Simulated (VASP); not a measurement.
# Re (P6_3/mmc) in VASP: settings compared

Aim: see how the results for Re move with the level of theory and the settings. Levels: PBE, PBE0, LDA. Tasks: single point.

Program: VASP 6.6.1. These are calculated values, not measurements. Logs are shortened: lines on timing, memory, paths and dates and some standing lists are left out, and cuts for length are marked.

### Step 1. The cell of the first run

The structure is hexagonal, space group P6_3/mmc (No. 194). The conventional cell has a = 2.766 Å, b = 2.766 Å, c = 9.118 Å, α = 90.00°, β = 90.00°, γ = 120.00°. Within 3.6 Å of Re (site symmetry -6m2) lie 12 Re at 2.77 to 2.78 Å. Re (site symmetry -3m) has 12 Re at 2.77 to 2.78 Å within 3.6 Å.

### Step 2. Single point, PBE

INCAR

```
SYSTEM = Re
PREC = Accurate ; ENCUT = 520
EDIFF = 1E-6 ; ISMEAR = -1
SIGMA = 0.05 ; LREAL = .False.
LASPH = .True. ; NELM = 100
ALGO = Normal ; ISIF = 2
LWAVE = .False. ; LCHARG = .False.
GGA = PE ; NBANDS = 22
```

KPOINTS

```
regular mesh
0
Gamma
  9 9 3
  0 0 0
```

POSCAR

```
Re
1.0
    2.7663873939      0.0000000000      0.0000000000
   -1.3831936969      2.3957617598      0.0000000000
    0.0000000000      0.0000000000      9.1176220632
Re
4
Direct
    0.6666666667      0.3333333333      0.7500000000
    0.0000000000      0.0000000000      0.5000000000
    0.3333333333      0.6666666667      0.2500000000
    0.0000000000      0.0000000000      0.0000000000
```

Potentials or basis: VASP PAW PBE potentials, release 64 (Re).

Command:

```console
$ cat potpaw_PBE.64/Re/POTCAR > POTCAR
$ mpirun -np 1 vasp_std > vasp.out
```

OUTCAR:

```text
SYSTEM = Re
   PREC = Accurate
   ENCUT = 520
   EDIFF = 1E-6
   ISMEAR = -1
   LREAL = .False.
   LASPH = .True.
   NELM = 100
   ISIF = 2
   GGA = PE

 ion  position               nearest neighbor table
   1  0.667  0.333  0.750-   2 2.78   4 2.78   2 2.78   4 2.78   2 2.78   4 2.78
   2  0.000  0.000  0.500-   1 2.78   3 2.78   3 2.78   1 2.78   1 2.78   3 2.78
   3  0.333  0.667  0.250-   2 2.78   4 2.78   2 2.78   4 2.78   2 2.78   4 2.78
   4  0.000  0.000  0.000-   1 2.78   3 2.78   3 2.78   1 2.78   1 2.78   3 2.78

  LATTYP: Found a hexagonal cell.
 ALAT       =     2.7663873939
 C/A-ratio  =     3.2958587374

  Lattice vectors:

 A1 = (   2.7663873939,   0.0000000000,   0.0000000000)
 A2 = (  -1.3831936969,   2.3957617598,   0.0000000000)
 A3 = (   0.0000000000,   0.0000000000,   9.1176220632)

Analysis of symmetry for initial positions (statically):
=====================================================================
 Subroutine PRICEL returns:
 Original cell was already a primitive cell.

 Routine SETGRP: Setting up the symmetry group for a
 hexagonal supercell.

 Subroutine GETGRP returns: Found 24 space group operations
 (whereof 12 operations were pure point group operations)
 out of a pool of 24 trial point group operations.

The static configuration has the point symmetry D_3d.
 The point group associated with its full space group is D_6h.

Analysis of symmetry for dynamics (positions and initial velocities):
=====================================================================
 Subroutine PRICEL returns:
 Original cell was already a primitive cell.

 Routine SETGRP: Setting up the symmetry group for a
 hexagonal supercell.

 Subroutine GETGRP returns: Found 24 space group operations
 (whereof 12 operations were pure point group operations)
 out of a pool of 24 trial point group operations.

The dynamic configuration has the point symmetry D_3d.
 The point group associated with its full space group is D_6h.

 Subroutine INISYM returns: Found 24 space group operations
 (whereof 12 operations are pure point group operations),
 and found     1 'primitive' translations

----------------------------------------------------------------------------------------

                                     Primitive cell

  volume of cell :      60.4280

  direct lattice vectors                    reciprocal lattice vectors
     2.766387394  0.000000000  0.000000000     0.361482272  0.208701887  0.000000000
    -1.383193697  2.395761760  0.000000000     0.000000000  0.417403774  0.000000000
     0.000000000  0.000000000  9.117622063     0.000000000  0.000000000  0.109677720

  length of vectors
     2.766387394  2.766387394  9.117622063     0.417403774  0.417403774  0.109677720

  position of ions in fractional coordinates (direct lattice)
     0.666666667  0.333333333  0.750000000
     0.000000000  0.000000000  0.500000000
     0.333333333  0.666666667  0.250000000
     0.000000000  0.000000000  0.000000000

  ion indices of the primitive-cell ions
   primitive index   ion index
                 1           1
                 2           2
                 3           3
                 4           4

----------------------------------------------------------------------------------------

 KPOINTS: regular mesh

Automatic generation of k-mesh.
 Grid dimensions read from file:
 generate k-points for:    9    9    3

 Generating k-lattice:

  Cartesian coordinates                     Fractional coordinates (reciprocal lattice)
     0.040164697  0.023189099  0.000000000     0.111111111  0.000000000  0.000000000
     0.000000000  0.046378197  0.000000000     0.000000000  0.111111111  0.000000000
     0.000000000  0.000000000  0.036559240     0.000000000  0.000000000  0.333333333

  Length of vectors
     0.046378197  0.046378197  0.036559240

  Shift w.r.t. Gamma in fractional coordinates (k-lattice)
     0.000000000  0.000000000  0.000000000

 Subroutine IBZKPT returns following result:
 ===========================================

 Found     24 irreducible k-points:

 Following reciprocal coordinates:
            Coordinates               Weight
  0.000000  0.000000  0.000000      1.000000
  0.111111 -0.000000  0.000000      6.000000
  0.222222  0.000000  0.000000      6.000000
  0.333333  0.000000  0.000000      6.000000
  0.444444  0.000000  0.000000      6.000000
  0.111111  0.111111  0.000000      6.000000
[... 16 lines left out ...]
  0.333333  0.222222  0.333333     24.000000
  0.333333  0.333333  0.333333      4.000000
   k-points           NKPTS =     24   k-points in BZ     NKDIM =     24   number of bands    NBANDS=     22
   number of dos      NEDOS =    301   number of ions     NIONS =      4
   total plane-waves  NPLWV =  40320
   dimension x,y,z NGX =    24 NGY =   24 NGZ =   70
   dimension x,y,z NGXF=    48 NGYF=   48 NGZF=  140
   ions per type =               4
   NGX,Y,Z   is equivalent  to a cutoff of  14.42, 14.42, 12.76 a.u.
   NGXF,Y,Z  is equivalent  to a cutoff of  28.85, 28.85, 25.53 a.u.
 SYSTEM =  Re
   PREC   = accura    normal or accurate (medium, high low for compatibility)
   ISTART =      0    job   : 0-new  1-cont  2-samecut
   ICHARG =      2    charge: 1-file 2-atom 10-const
   ISPIN  =      1    spin polarized calculation?
   LNONCOLLINEAR =      F non collinear calculations
   LSORBIT =      F    spin-orbit coupling
   LASPH  =      T    aspherical Exc in radial PAW
   ENCUT  =  520.0 eV  38.22 Ry    6.18 a.u.   5.14  5.14 16.95*2*pi/ulx,y,z
   NELM   =    100;   NELMIN=  2; NELMDL= -5     # of ELM steps
   EDIFF  = 0.1E-05   stopping-criterion for ELM
   LREAL  =      F    real-space projection
   EDIFFG = 0.1E-04   stopping-criterion for IOM
   NSW    =      0    number of steps for IOM
   IBRION =     -1    ionic relax: 0-MD 1-quasi-New 2-CG
   NFREE  =      0    steps in history (QN), initial steepest desc. (CG)
   ISIF   =      2    stress and relaxation
   ISYM   =      2    0-nonsym 1-usesym 2-fastsym
   POTIM  = 0.5000    time-step for ionic-motion
   TEBEG  =    0.0;   TEEND  =   0.0 temperature during run
   PSTRESS=    0.0 pullay stress
   NELECT =      28.0000    total number of electrons
   NUPDOWN=      -1.0000    fix difference up-down
   EMIN   =  10.00;   EMAX   =-10.00  energy-range for DOS
   EFERMI =   0.00;   METHOD = LEGACY
   ISMEAR =    -1;   SIGMA  =   0.05  broadening in eV -4-tet -1-fermi 0-gaus
   EFERMI_NEDOS =   21; number of points for ismear=-14 and -15
   IALGO  =     38    algorithm
   IMIX   =      4    mixing-type and parameters
     AMIX     =   0.40;   BMIX     =  1.00
     AMIX_MAG =   1.60;   BMIX_MAG =  1.00
  volume/ion in A,a.u.               =      15.11       101.95
  Fermi-wavevector in a.u.,A,eV,Ry     =   1.266820  2.393942 21.835063  1.604832
  Thomas-Fermi vector in A             =   2.400000
   LORBIT       =      0    0 simple, 1 ext, 2 COOP (PROOUT), +10 PAW based schemes
   GGA     = PE    functional components
   LHFCALC =     F    Hartree Fock is set to
   AEXX    =    0.0000 exact exchange contribution
   IVDW    =     0    specifies the selected vdW correction
   LEPSILON=     F    determine dielectric tensor
   LRPA    =     F    only Hartree local field effects (RPA)
 non-spin polarized calculation
  energy-cutoff  :      520.00
  volume of cell :       60.43
 maximum number of plane-waves:      1640
 NGX is ok and might be reduce to    24
   NGX = 11   NGY = 11   NGZ = 33

 number of electron      28.0000001 magnetization

 Free energy of the ion-electron system (eV)
  ---------------------------------------------------
  ext. energy  EPLUGINS =         0.00000000
  ---------------------------------------------------
  free energy    TOTEN  =       -49.67587736 eV

  energy without entropy =      -49.65700216  energy(sigma->0) =      -49.66643976

 E-fermi :   7.7472     XC(G=0): -13.5857

 val. band max:        7.6052953436   @ k =   0.2222   0.0000   0.0000
 cond. band min:       7.7723553776   @ k =   0.4444   0.1111   0.3333
 fundamental gap:      0.1670600340
 Fermi energy:         7.7471818810

 k-point     1 :       0.0000    0.0000    0.0000
  band No.  band energies     occupation
      1      -2.1204      2.00000
      2       0.0864      2.00000
      3       0.1397      2.00000
      4       1.1114      2.00000
      5       5.0774      2.00000
      6       5.1537      2.00000
[... 14 lines left out ...]
     21      10.0524      0.00000
     22      10.0524      0.00000

 k-point     2 :       0.1111   -0.0000    0.0000
  band No.  band energies     occupation
      1      -1.6304      2.00000
      2       0.5410      2.00000
      3       0.5910      2.00000
      4       1.5821      2.00000
      5       4.6159      2.00000
      6       4.8839      2.00000
[... 14 lines left out ...]
     21       9.9695      0.00000
     22      10.1409      0.00000

 k-point     3 :       0.2222    0.0000    0.0000
  band No.  band energies     occupation
      1      -0.3448      2.00000
      2       1.4675      2.00000
      3       1.5043      2.00000
      4       2.5418      2.00000
      5       3.9727      2.00000
      6       4.2824      2.00000
[... 14 lines left out ...]
     21      10.4910      0.00000
     22      10.5092      0.00000
[... 476 lines left out ...]
 k-point    23 :       0.3333    0.2222    0.3333
  band No.  band energies     occupation
      1       2.4424      2.00000
      2       2.5199      2.00000
      3       2.9306      2.00000
      4       3.0350      2.00000
      5       3.3874      2.00000
      6       3.7888      2.00000
[... 14 lines left out ...]
     21      13.9785      0.00000
     22      14.3104      0.00000

 k-point    24 :       0.3333    0.3333    0.3333
  band No.  band energies     occupation
      1       2.8784      2.00000
      2       2.8784      2.00000
      3       3.3251      2.00000
      4       3.5935      2.00000
      5       3.7609      2.00000
      6       3.7609      2.00000
[... 14 lines left out ...]
     21      14.4380      0.00000
     22      15.2852      0.00000

------------------------ aborting loop because EDIFF is reached ----------------------------------------

  FORCE on cell =-STRESS in cart. coord.  units (eV):
  Direction    XX          YY          ZZ          XY          YZ          ZX
  --------------------------------------------------------------------------------------
  -------------------------------------------------------------------------------------
  Total       -0.1197579     -0.1197579     -4.5179750     -0.0000000      0.0000000      0.0000000
  in kB       -3.1752409     -3.1752409   -119.7887945     -0.0000000      0.0000000      0.0000000
  external PRESSURE =     -42.0464254 kB  Pullay stress =       0.0000000 kB

 VOLUME and BASIS-vectors are now :
 -----------------------------------------------------------------------------
  energy-cutoff  :      520.00
  volume of cell :       60.43
      direct lattice vectors                 reciprocal lattice vectors
     2.766387394  0.000000000  0.000000000     0.361482272  0.208701887  0.000000000
    -1.383193697  2.395761760  0.000000000     0.000000000  0.417403774  0.000000000
     0.000000000  0.000000000  9.117622063     0.000000000  0.000000000  0.109677720

 POSITION                                       TOTAL-FORCE (eV/Angst)
 -----------------------------------------------------------------------------------
      1.38319      0.79859      6.83822         0.000000      0.000000      0.000000
      0.00000      0.00000      4.55881         0.000000      0.000000      0.000000
     -0.00000      1.59717      2.27941        -0.000000     -0.000000      0.000000
      0.00000      0.00000      0.00000         0.000000      0.000000      0.000000
 -----------------------------------------------------------------------------------
    total drift:                               -0.000000      0.000000      0.000000

  FREE ENERGIE OF THE ION-ELECTRON SYSTEM (eV)
  ---------------------------------------------------
  free  energy   TOTEN  =       -49.6758773574 eV

  energy  without entropy=      -49.6570021642  energy(sigma->0) =      -49.66643976
```

Run time: 85 s. Hardware: 1 thread of AMD EPYC 7R13 (Zen 3), shared host; peak memory 0.16 GiB.

Results:

```yaml
Free_energy: -49.6759 eV
Pressure: -4.2 GPa
Band_gap_on_the_k_mesh: zero (band 14 reaches 8.43 eV, above the bottom of band 15 at 6.44 eV)
```

Stress tensor (GPa, compression positive):
```
 -0.32   0.00   0.00
  0.00  -0.32   0.00
  0.00   0.00 -11.98
```

Levels at points of the mesh, in eV from the Fermi level:
| k point | band 12 | band 13 | band 14 | band 15 | band 16 | band 17 |
| --- | --- | --- | --- | --- | --- | --- |
| (0.00, 0.00, 0.00) | -1.27 | -1.27 | -1.15 | -1.15 | 0.16 | 0.63 |

Caveat: spin-orbit coupling is left out, which moves the levels of the heavy elements.

### Step 3. Single point, PBE

This run uses another cell than the first one, of 15.40 Å³/atom, 1.020 times its volume.

INCAR

```
PREC = Accurate ; ENCUT = 520
EDIFF = 1E-6 ; ISMEAR = -1
SIGMA = 0.05 ; LREAL = False
LASPH = True ; NELM = 80
ALGO = Normal ; ISIF = 2
LWAVE = False ; LCHARG = False
GGA = PE ; NBANDS = 22
```

KPOINTS

```
regular mesh
0
Gamma
  9 9 3
```

Changes to POSCAR since step 2:

```diff
@@ -4,3 +4,3 @@
    -1.3831936969      2.3957617598      0.0000000000
-    0.0000000000      0.0000000000      9.1176220632
+    0.0000000000      0.0000000000      9.2963989664
 Re
```

Potentials or basis: VASP PAW PBE potentials, release 64 (Re).

Command:

```console
$ cat potpaw_PBE.64/Re/POTCAR > POTCAR
$ mpirun -np 1 vasp_std > vasp.out
```

OUTCAR:

```text
PREC = Accurate
   ENCUT = 520
   EDIFF = 1E-6
   ISMEAR = -1
   LREAL = False
   LASPH = True
   NELM = 80
   ISIF = 2
   GGA = PE

 ion  position               nearest neighbor table
   1  0.667  0.333  0.750-   2 2.82   4 2.82   2 2.82   4 2.82   2 2.82   4 2.82
   2  0.000  0.000  0.500-   1 2.82   3 2.82   3 2.82   1 2.82   1 2.82   3 2.82
   3  0.333  0.667  0.250-   2 2.82   4 2.82   2 2.82   4 2.82   2 2.82   4 2.82
   4  0.000  0.000  0.000-   1 2.82   3 2.82   3 2.82   1 2.82   1 2.82   3 2.82

  LATTYP: Found a hexagonal cell.
[... 799 lines left out ...]
  --------------------------------------------------------------------------------------
  -------------------------------------------------------------------------------------
  Total       -1.5523743     -1.5523743     -8.7454042     -0.0000000      0.0000000      0.0000000
  in kB      -40.3678518    -40.3678518   -227.4149908     -0.0000000      0.0000000      0.0000000
  external PRESSURE =    -102.7168981 kB  Pullay stress =       0.0000000 kB

 VOLUME and BASIS-vectors are now :
 -----------------------------------------------------------------------------
  energy-cutoff  :      520.00
  volume of cell :       61.61
      direct lattice vectors                 reciprocal lattice vectors
     2.766387394  0.000000000  0.000000000     0.361482272  0.208701887  0.000000000
    -1.383193697  2.395761760  0.000000000     0.000000000  0.417403774  0.000000000
     0.000000000  0.000000000  9.296398966     0.000000000  0.000000000  0.107568533

 POSITION                                       TOTAL-FORCE (eV/Angst)
 -----------------------------------------------------------------------------------
      1.38319      0.79859      6.97230        -0.000000      0.000000      0.000000
      0.00000      0.00000      4.64820         0.000000      0.000000      0.000000
     -0.00000      1.59717      2.32410         0.000000     -0.000000     -0.000000
      0.00000      0.00000      0.00000         0.000000      0.000000      0.000000
 -----------------------------------------------------------------------------------
    total drift:                               -0.000000      0.000000      0.000000

  FREE ENERGIE OF THE ION-ELECTRON SYSTEM (eV)
  ---------------------------------------------------
  free  energy   TOTEN  =       -49.5461979089 eV

  energy  without entropy=      -49.5220810498  energy(sigma->0) =      -49.53413948
```

OSZICAR:

```text
N       E                     dE             d eps       ncg     rms          rms(c)
DAV:   1     0.172630562016E+03    0.17263E+03   -0.12110E+04  1958   0.155E+03
DAV:   2    -0.254746295186E+02   -0.19811E+03   -0.17631E+03  2020   0.664E+02
DAV:   3    -0.502376537589E+02   -0.24763E+02   -0.21028E+02  1998   0.333E+02
DAV:   4    -0.522770230485E+02   -0.20394E+01   -0.18371E+01  1744   0.803E+01
DAV:   5    -0.524993751027E+02   -0.22235E+00   -0.20666E+00  1904   0.157E+01    0.553E+01
DAV:   6    -0.502760418510E+02    0.22233E+01   -0.24793E+00  1680   0.353E+01    0.210E+01
DAV:   7    -0.495770619014E+02    0.69898E+00   -0.18311E+00  1790   0.276E+01    0.151E+00
DAV:   8    -0.495676468203E+02    0.94151E-02   -0.17931E-01  2040   0.824E+00    0.101E+00
DAV:   9    -0.495472339719E+02    0.20413E-01   -0.46287E-02  2042   0.457E+00    0.338E-01
DAV:  10    -0.495461356736E+02    0.10983E-02   -0.48737E-03  1870   0.915E-01    0.748E-02
DAV:  11    -0.495461930490E+02   -0.57375E-04   -0.32642E-04  1944   0.338E-01    0.638E-02
DAV:  12    -0.495461958488E+02   -0.27998E-05   -0.43462E-05  1698   0.113E-01    0.108E-02
DAV:  13    -0.495461971419E+02   -0.12931E-05   -0.61944E-06  1142   0.547E-02    0.703E-03
DAV:  14    -0.495461979089E+02   -0.76694E-06   -0.50726E-06  1354   0.251E-02
   1 F= -.49546198E+02 E0= -.49534139E+02  d E =-.241169E-01
```

Run time: 1.9 min. Hardware: 1 thread of AMD EPYC 7R13 (Zen 3), shared host; peak memory 0.16 GiB.

What came out:

- Free energy: -49.5462 eV
- Pressure: -10.3 GPa
- Band gap on the k mesh: zero (band 14 reaches 8.20 eV, above the bottom of band 15 at 6.28 eV)

Levels at points of the mesh, in eV from the Fermi level:
```
           k point  band 12  band 13  band 14  band 15  band 16  band 17
(0.00, 0.00, 0.00)    -1.22    -1.22    -1.10    -1.10    -0.06     0.72
```

Caveat: spin-orbit coupling is left out, which moves the levels of the heavy elements.

(Part 1 of 2 ends here.)
